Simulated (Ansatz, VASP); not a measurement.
# One calculation of SiO2, two programs

File INCAR:

```
  PREC = Accurate
  ENCUT = 520
  EDIFF = 1E-6
  ISMEAR = 0
  SIGMA = 0.05
  LREAL = F
  LASPH = T
  NELM = 80
  ALGO = Normal
  ISIF = 2
  LWAVE = F
  LCHARG = T
  LELF = T
  LVHAR = T
  NBANDS = 34
```

KPOINTS

```
Automatic mesh
0
Gamma
  6 6 4
```

The input POSCAR:

```
SiO2
1.0
    5.0386983903      0.0000000000      0.0000000000
   -2.5193491952      4.3636408080      0.0000000000
    0.0000000000      0.0000000000      5.4419821688
Si O
3 6
Direct
    0.0000000000      0.5000000000      0.3333333333
    0.5000000000      0.5000000000      0.6666666667
    0.5000000000      0.0000000000      0.0000000000
    0.5843949021      0.7921974511      0.8333333333
    0.7921974511      0.5843949021      0.5000000000
    0.7921974511      0.2078025489      0.1666666667
    0.4156050979      0.2078025489      0.8333333333
    0.2078025489      0.4156050979      0.5000000000
    0.2078025489      0.7921974511      0.1666666667
```

Input for Ansatz:

```yaml
crystal:
  lattice:
    - [5.0386983903, 0.0, 0.0]
    - [-2.5193491952, 4.363640808, 0.0]
    - [0.0, 0.0, 5.4419821688]
  atoms:
    - { symbol: Si, position: [0.0, 0.5, 0.3333333333] }
    - { symbol: Si, position: [0.5, 0.5, 0.6666666667] }
    - { symbol: Si, position: [0.5, 0.0, 0.0] }
    - { symbol: O, position: [0.5843949021, 0.7921974511, 0.8333333333] }
    - { symbol: O, position: [0.7921974511, 0.5843949021, 0.5] }
    - { symbol: O, position: [0.7921974511, 0.2078025489, 0.1666666667] }
    - { symbol: O, position: [0.4156050979, 0.2078025489, 0.8333333333] }
    - { symbol: O, position: [0.2078025489, 0.4156050979, 0.5] }
    - { symbol: O, position: [0.2078025489, 0.7921974511, 0.1666666667] }
basis:
  ecutwfc: 420
kpoints:
  mp_grid: { grid: [6, 6, 4] }
hamiltonian:
  xc: lda
scf:
  occupations: { method: gaussian, width: 0.05 }
output:
  forces: true
  stress: true
  eigenvalues: true
```

Change from the starting cell: strain +0.000 along x and y, -0.015 along z, atoms carried along.

Alike in both runs: task single point; functional LDA; k mesh 6 × 6 × 4; occupations gaussian, width 0.05 eV; no spin polarisation.

|  | VASP | Ansatz |
| --- | --- | --- |
| version | VASP 6.6.1 | Ansatz 0.2.0 |
| potentials or method | VASP PAW LDA potentials, release 64 (Si, O), cutoff 520 eV | scalar-relativistic, plane waves, PAW |
| valence electrons in the cell | 48 | 48 |

|  | VASP | Ansatz | Ansatz less VASP |
| --- | --- | --- | --- |
| gap on the k mesh at the Fermi level (eV) | 5.56 | 5.57 | +0.004 |
| least direct gap on the mesh (eV) | 5.80 | 5.80 | 0.000 |
| pressure (GPa) | 3.6 | 2.9 | -0.63 |
| traceless stress, the component that is largest in VASP (GPa) | 0.70 | 0.67 | -0.034 |
| rms of the force components (eV/Å) | 0.054 | 0.050 | -0.0036 |

LDA's correlation is that of Perdew and Zunger in VASP and of Perdew and Wang (1992) in Ansatz. Atom by atom the forces differ by 0.004 eV/Å (rms over components).
